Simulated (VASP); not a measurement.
# PtS2 (R-3m) in VASP: settings compared, part 2 of 2

VASP 6.6.1. The steps go on from the part before.

**3. Single point, PBE (strain +0.7%)**

File INCAR:

```
PREC = Accurate
ENCUT = 520
EDIFF = 1E-7
ISMEAR = -1
SIGMA = 0.02
LREAL = F
LASPH = T
NELM = 100
ALGO = Normal
ISIF = 2
LWAVE = F
LCHARG = F
GGA = PE
NBANDS = 18
```

File KPOINTS:

```
regular mesh
0
Gamma
  8 8 8
```

File POSCAR:

```
PtS2
1.0
    1.7769704474      1.0259343662      5.5622598406
   -1.7769704474      1.0259343662      5.5622598406
    0.0000000000     -2.0518687323      5.5622598406
Pt S
1 2
Direct
    0.0000000000      0.0000000000      0.0000000000
    0.2595533796      0.2595533796      0.2595533796
    0.7404466204      0.7404466204      0.7404466204
```

Potentials or basis: VASP PAW PBE potentials, release 64 (Pt, S).

Command:

```bash
$ cat potpaw_PBE.64/Pt/POTCAR potpaw_PBE.64/S/POTCAR > POTCAR
$ mpirun -np 1 vasp_std > vasp.out
```

OUTCAR:

```text
PREC = Accurate
   ENCUT = 520
   EDIFF = 1E-7
   ISMEAR = -1
   LREAL = F
   LASPH = T
   NELM = 100
   ISIF = 2
   GGA = PE

 ion  position               nearest neighbor table
   1  0.000  0.000  0.000-   3 2.39   3 2.39   2 2.39   2 2.39   3 2.39   2 2.39
   2  0.260  0.260  0.260-   1 2.39   1 2.39   1 2.39
   3  0.740  0.740  0.740-   1 2.39   1 2.39   1 2.39

  LATTYP: Found a trigonal (rhomboedric) cell.
 ALAT       =     5.9286507596
 COS(alpha) =     0.8203287166

  Lattice vectors:

 A1 = (   1.7769704474,   1.0259343662,   5.5622598406)
 A2 = (  -1.7769704474,   1.0259343662,   5.5622598406)
 A3 = (   0.0000000000,  -2.0518687323,   5.5622598406)

Analysis of symmetry for initial positions (statically):
=====================================================================
 Subroutine PRICEL returns:
 Original cell was already a primitive cell.

 Routine SETGRP: Setting up the symmetry group for a
 trigonal (rhombohedral) supercell.

 Subroutine GETGRP returns: Found 12 space group operations
 (whereof 12 operations were pure point group operations)
[... 165 lines left out ...]

 E-fermi :   5.4957     XC(G=0):  -9.9715

 val. band max:        5.0678807220   @ k =   0.2500   0.1250   0.1250
 cond. band min:       6.1769267584   @ k =   0.5000   0.2500   0.2500
 fundamental gap:      1.1090460364
 Fermi energy:         5.4957230498

 k-point     1 :       0.0000    0.0000    0.0000
  band No.  band energies     occupation
      1      -9.4642      2.00000
      2      -6.9840      2.00000
      3      -1.0055      2.00000
      4      -0.9090      2.00000
      5      -0.9090      2.00000
      6       1.7887      2.00000
[... 481 lines left out ...]
      5       0.0972      2.00000
      6       0.5583      2.00000
[... 10 lines left out ...]
     17      14.5501      0.00000
     18      15.2564      0.00000

 [... further k-points ...]

------------------------ aborting loop because EDIFF is reached ----------------------------------------

  FORCE on cell =-STRESS in cart. coord.  units (eV):
  Direction    XX          YY          ZZ          XY          YZ          ZX
  --------------------------------------------------------------------------------------
  -------------------------------------------------------------------------------------
  Total        0.6691311      0.6691311      0.6304785      0.0000000      0.0000000      0.0000000
  in kB       17.6205524     17.6205524     16.6026934      0.0000000      0.0000000      0.0000000
  external PRESSURE =      17.2812661 kB  Pullay stress =       0.0000000 kB

 VOLUME and BASIS-vectors are now :
 -----------------------------------------------------------------------------
  energy-cutoff  :      520.00
  volume of cell :       60.84
      direct lattice vectors                 reciprocal lattice vectors
     1.776970447  1.025934366  5.562259841     0.281377780  0.162453537  0.059927681
    -1.776970447  1.025934366  5.562259841    -0.281377780  0.162453537  0.059927681
     0.000000000 -2.051868732  5.562259841     0.000000000 -0.324907074  0.059927681

 POSITION                                       TOTAL-FORCE (eV/Angst)
 -----------------------------------------------------------------------------------
      0.00000      0.00000      0.00000         0.000000     -0.000000      0.000000
      0.00000      0.00000      4.33111         0.000000      0.000000      0.000320
      0.00000      0.00000     12.35567         0.000000     -0.000000     -0.000320
 -----------------------------------------------------------------------------------
    total drift:                                0.000000     -0.000000     -0.000000

  FREE ENERGIE OF THE ION-ELECTRON SYSTEM (eV)
  ---------------------------------------------------
  free  energy   TOTEN  =       -15.4295522170 eV

  energy  without entropy=      -15.4295522169  energy(sigma->0) =      -15.42955222
```

stdout:

```text
POSCAR found type information on POSCAR PtS
 POSCAR found :  2 types and       3 ions
 scaLAPACK will be used
 LDA part: xc-table for (Slater+PW92), standard interpolation
 POSCAR, INCAR and KPOINTS ok, starting setup
 FFT: planning ... GRIDC
 FFT: planning ... GRID_SOFT
 FFT: planning ... GRID
 WAVECAR not read
 entering main loop
```

Wall time 75 s (1 thread of Intel Xeon 6975P-C (Granite Rapids), shared host); peak memory 0.33 GiB.

Results:

| Quantity | Value |
| --- | --- |
| Free energy | -15.4296 eV |
| Pressure | 1.7 GPa |
| Band gap on the k mesh | 1.11 eV, indirect (least direct gap 1.24 eV) |

Levels at points of the mesh, in eV from the valence-band top:
```
           k point  band 7  band 8  band 9  band 10  band 11  band 12  band 13  band 14  band 15  band 16
(0.00, 0.00, 0.00)   -3.28   -1.42   -0.62    -0.62    -0.10     2.76     2.76     5.47     5.57     8.25
(0.50, 0.00, 0.00)   -2.58   -2.48   -2.33    -2.10    -2.06     2.13     2.40     5.96     6.58     8.64
(0.50, 0.50, 0.00)   -2.58   -2.57   -2.50    -2.13    -1.55     2.79     2.81     4.50     6.07     8.92
(0.50, 0.50, 0.50)   -3.28   -1.88   -0.92    -0.74    -0.74     2.88     2.88     5.83     7.18     8.65
```

Caveat: the cell differs from its parent crystal (strain +0.7%); spin-orbit coupling is left out, which moves the levels of the heavy elements. A k mesh can miss the band edges.

**4. Single point, r2SCAN (epitaxial xy strain +1.5%)**

File POSCAR:

```
PtS2
1.0
    1.7903802135      1.0336764982      5.4489516031
   -1.7903802135      1.0336764982      5.4489516031
    0.0000000000     -2.0673529964      5.4489516031
Pt S
1 2
Direct
    0.0000000000      0.0000000000      0.0000000000
    0.2590037255      0.2590037255      0.2590037255
    0.7409962745      0.7409962745      0.7409962745
```

File INCAR.step1:

```
PREC = Accurate ; ENCUT = 520
ISMEAR = 0 ; SIGMA = 0.01
LREAL = F ; LASPH = T
NELM = 100 ; NBANDS = 18
GGA = PE ; ALGO = Normal
EDIFF = 1E-4 ; LWAVE = T
LCHARG = F
```

File INCAR.step2:

```
PREC = Accurate ; ENCUT = 520
EDIFF = 1E-7 ; ISMEAR = 0
SIGMA = 0.01 ; LREAL = F
LASPH = T ; NELM = 100
ALGO = Normal ; ISIF = 2
LWAVE = F ; LCHARG = T
METAGGA = R2SCAN ; LMIXTAU = T
LELF = T ; LVHAR = T
NBANDS = 18 ; ISTART = 1
```

File KPOINTS:

```
Automatic mesh
0
Gamma
  8 8 8
```

Command:

```bash
$ cat potpaw_PBE.64/Pt/POTCAR potpaw_PBE.64/S/POTCAR > POTCAR
$ cp INCAR.step1 INCAR
$ mpirun -np 1 vasp_std > vasp.out
$ cp INCAR.step2 INCAR
$ mpirun -np 1 vasp_std > vasp.out
```

Run time: 5.3 min. Hardware: 1 thread of Intel Xeon 6975P-C (Granite Rapids), shared host; peak memory 0.39 GiB.

Results (log left out):

```yaml
Free_energy: -68.8484 eV
Pressure: -1.0 GPa
Largest_force: 0.045 eV/Å
Band_gap_on_the_k_mesh: 1.16 eV, indirect (least direct gap 1.38 eV)
```

Forces in eV/Å, atoms in the order of the input:
```
Pt   0.000  0.000  0.000
S    0.000  0.000  0.045
S    0.000  0.000 -0.045
```

Stress tensor (GPa, compression positive):
```
-2.07  0.00  0.00
 0.00 -2.07  0.00
 0.00  0.00  1.04
```

Levels at points of the mesh, in eV from the valence-band top:
| k point | band 7 | band 8 | band 9 | band 10 | band 11 | band 12 | band 13 | band 14 | band 15 | band 16 |
| --- | --- | --- | --- | --- | --- | --- | --- | --- | --- | --- |
| (0.00, 0.00, 0.00) | -3.52 | -1.52 | -0.76 | -0.76 | -0.06 | 2.82 | 2.82 | 5.78 | 6.06 | 8.51 |
| (0.50, 0.00, 0.00) | -2.87 | -2.74 | -2.56 | -2.23 | -2.20 | 2.15 | 2.45 | 6.29 | 6.92 | 9.21 |
| (0.50, 0.50, 0.00) | -2.87 | -2.81 | -2.76 | -2.33 | -1.58 | 2.86 | 2.90 | 4.71 | 6.57 | 9.31 |
| (0.50, 0.50, 0.50) | -3.51 | -2.00 | -0.99 | -0.92 | -0.92 | 2.96 | 2.96 | 6.24 | 7.61 | 8.99 |

Caveat: the cell differs from its parent crystal (epitaxial xy strain +1.5%); the PAW data sets were made with another functional, which shifts forces and pressure a little; spin-orbit coupling is left out, which moves the levels of the heavy elements. A k mesh can miss the band edges.

**5. Single point, r2SCAN (strain +0.7%)**

File POSCAR:

```
PtS2
1.0
    1.7769704474      1.0259343662      5.5622598406
   -1.7769704474      1.0259343662      5.5622598406
    0.0000000000     -2.0518687323      5.5622598406
Pt S
1 2
Direct
    0.0000000000      0.0000000000      0.0000000000
    0.2595533796      0.2595533796      0.2595533796
    0.7404466204      0.7404466204      0.7404466204
```

File INCAR.step1:

```
SYSTEM = PtS2
  ALGO = Normal
  EDIFF = 1E-4
  ENCUT = 520
  GGA = PE
  ISMEAR = 0
  LASPH = .TRUE.
  LCHARG = .FALSE.
  LREAL = .FALSE.
  LWAVE = .TRUE.
  NBANDS = 18
  NELM = 60
  PREC = Accurate
  SIGMA = 0.01
```

File INCAR.step2:

```
SYSTEM = PtS2
  ALGO = Normal
  EDIFF = 1E-6
  ENCUT = 520
  ISIF = 2
  ISMEAR = 0
  ISTART = 1
  LASPH = .TRUE.
  LCHARG = .FALSE.
  LMIXTAU = .TRUE.
  LREAL = .FALSE.
  LWAVE = .FALSE.
  METAGGA = R2SCAN
  NBANDS = 18
  NELM = 60
  PREC = Accurate
  SIGMA = 0.01
```

File KPOINTS:

```
k-points
0
G
  8 8 8
  0 0 0
```

Command:

```bash
$ cat potpaw_PBE.64/Pt/POTCAR potpaw_PBE.64/S/POTCAR > POTCAR
$ cp INCAR.step1 INCAR
$ mpirun -np 1 vasp_std > vasp.out
$ cp INCAR.step2 INCAR
$ mpirun -np 1 vasp_std > vasp.out
```

Run time: 5 min. Hardware: 1 thread of Intel Xeon 6975P-C (Granite Rapids), shared host; peak memory 0.39 GiB.

It converged, with:

- Free energy: -68.8633 eV
- Pressure: -0.2 GPa
- Largest force: 0.045 eV/Å
- Band gap on the k mesh: 1.28 eV, indirect (least direct gap 1.44 eV)

Forces on the atoms (eV/Å):
```
Pt   0.000  0.000  0.000
S    0.000  0.000  0.045
S    0.000  0.000 -0.045
```

Stress tensor (GPa, compression positive):
```
-0.63  0.00  0.00
 0.00 -0.63  0.00
 0.00  0.00  0.58
```

Levels at points of the mesh, in eV from the valence-band top:
| k point | band 7 | band 8 | band 9 | band 10 | band 11 | band 12 | band 13 | band 14 | band 15 | band 16 |
| --- | --- | --- | --- | --- | --- | --- | --- | --- | --- | --- |
| (0.00, 0.00, 0.00) | -3.45 | -1.50 | -0.64 | -0.64 | -0.09 | 2.95 | 2.95 | 5.97 | 6.19 | 8.74 |
| (0.50, 0.00, 0.00) | -2.76 | -2.63 | -2.41 | -2.15 | -2.14 | 2.32 | 2.59 | 6.34 | 7.03 | 9.13 |
| (0.50, 0.50, 0.00) | -2.75 | -2.70 | -2.59 | -2.24 | -1.60 | 2.98 | 3.01 | 4.82 | 6.62 | 9.43 |
| (0.50, 0.50, 0.50) | -3.44 | -1.92 | -0.94 | -0.77 | -0.77 | 3.08 | 3.08 | 6.33 | 7.77 | 9.15 |

Caveat: the cell differs from its parent crystal (strain +0.7%); the PAW data sets were made with another functional, which shifts forces and pressure a little; spin-orbit coupling is left out, which moves the levels of the heavy elements. A k mesh can miss the band edges.

**6. Summary**

```tsv
level	cell	smearing	gap on the mesh (eV)	pressure (GPa)	largest force (eV/Å)
PBE	a = 5.828 Å, angles 35.8°, 3 atoms	fermi-dirac 0.02 eV	1.00	0.9	0.01
PBE	a = 5.929 Å, angles 34.9°, 3 atoms	fermi-dirac 0.02 eV	1.11	1.7	-
r2SCAN	a = 5.828 Å, angles 35.8°, 3 atoms	gaussian 0.01 eV	1.16	-1.0	0.05
r2SCAN	a = 5.929 Å, angles 34.9°, 3 atoms	gaussian 0.01 eV	1.28	-0.2	0.04
```

Alike in all rows: task single point; potentials or basis VASP PAW PBE potentials, release 64 (Pt, S); no spin polarisation; k mesh 8 × 8 × 8; cutoff (eV) 520.

Caveats: spin-orbit coupling is left out, which moves the levels of the heavy elements; the PAW data sets were made with another functional, which shifts forces and pressure a little (some runs).

Absolute energies hang on the potentials; compare differences alone.
